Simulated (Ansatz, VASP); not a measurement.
# ZnS in VASP and in Ansatz

INCAR

```
ALGO = Normal
EDIFF = 1E-7
ENCUT = 520
GGA = PS
ISIF = 2
ISMEAR = -1
LASPH = T
LCHARG = F
LREAL = F
LWAVE = F
NBANDS = 26
NELM = 100
PREC = Accurate
SIGMA = 0.03
```

KPOINTS

```
k-points
0
Gamma
  8 8 5
```

File POSCAR:

```
ZnS
1.0
    3.8109987816     -0.0190549939     -0.0190549939
   -1.9220014996      3.3099492556     -0.0069746118
   -0.0311700000     -0.0311700000      6.2340000000
Zn S
2 2
Direct
    0.3333333333      0.6666666667      0.0000000000
    0.6666666667      0.3333333333      0.5000000000
    0.3333333333      0.6666666667      0.3850000000
    0.6666666667      0.3333333333      0.8850000000
```

Input for Ansatz:

```yaml
crystal:
  lattice:
    - [3.8109987816, -0.0190549939, -0.0190549939]
    - [-1.9220014996, 3.3099492556, -0.0069746118]
    - [-0.03117, -0.03117, 6.234]
  atoms:
    - { symbol: Zn, position: [0.3333333333, 0.6666666667, 0.0] }
    - { symbol: Zn, position: [0.6666666667, 0.3333333333, 0.5] }
    - { symbol: S, position: [0.3333333333, 0.6666666667, 0.385] }
    - { symbol: S, position: [0.6666666667, 0.3333333333, 0.885] }
kpoints:
  mp_grid: { grid: [8, 8, 5] }
  band_path:
    path:
      - [0.0, 0.0, 0.0]
      - [0.0, 0.0, 0.5]
      - [-0.5, 0.5, 0.0]
      - [0.0, 0.0, 0.0]
      - [0.0, -0.5, 0.0]
      - [-0.5, 0.0, 0.5]
      - [0.0, 0.0, 0.0]
      - [-0.5, 0.0, 0.0]
      - [0.0, -0.5, 0.5]
    npoints: 5
scf:
  occupations: { method: fermi_dirac, width: 0.03 }
hamiltonian:
  xc: pbesol
  pseudopotentials: { kind: all_electron, lapw: { basis_error: 0.001 } }
output:
  forces: true
  stress: true
  eigenvalues: true
```

Change from the starting cell: equal xy, yz and zx shear strains of -1 %.

Alike in both runs: task single point; functional PBEsol; k mesh 8 × 8 × 5; occupations fermi-dirac, width 0.03 eV; no spin polarisation.

|  | VASP | Ansatz |
| --- | --- | --- |
| version | VASP 6.6.1 | Ansatz 0.2.0 |
| potentials or method | VASP PAW PBE potentials, release 64 (Zn, S), cutoff 520 eV | all-electron LAPW, scalar-relativistic |

VASP gave:

```
gap on the k mesh at the Fermi level (eV)                     : 2.08
pressure (GPa)                                                : -1.1
traceless stress, the component that is largest in VASP (GPa) : -1.24
rms of the force components (eV/Å)                            : 0.185
```

Q: Estimate Ansatz's values.

A: gap on the k mesh at the Fermi level (eV): 2.08; pressure (GPa): -1.3; traceless stress, the component that is largest in VASP (GPa): -1.22; rms of the force components (eV/Å): 0.184.

VASP's potentials were made for PBE, not for PBEsol. Atom by atom the forces differ by 0.002 eV/Å (rms over components). Ansatz ran all-electron here, and VASP with PAW potentials.
